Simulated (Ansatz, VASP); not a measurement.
Te: VASP beside Ansatz

```
Te
1.0
    -1.93150    1.93150    1.93150
     1.93150   -1.93150    1.93150
     1.93150    1.93150   -1.93150
Te
1
Direct
  0.00000 0.00000 0.00000
```

Alike in both runs: functional PBE; k mesh 15 × 15 × 15; occupations fermi-dirac, width 0.05 eV; no spin polarisation.

Ansatz relaxed the structure, and its values are those at the end. VASP's run is a single point on that final structure, the one shown.

```csv
,VASP,Ansatz
version,VASP 6.6.1,Ansatz 0.2.0
potentials or method,"VASP PAW PBE potentials, release 64 (Te), cutoff 520 eV","all-electron LAPW, non-relativistic"
```

|  | VASP | Ansatz | Ansatz less VASP |
| --- | --- | --- | --- |
| pressure (GPa) | -0.5 | 0.0 | +0.53 |

Ansatz ran all-electron here, and VASP with PAW potentials.

Neither program's run includes spin-orbit coupling.
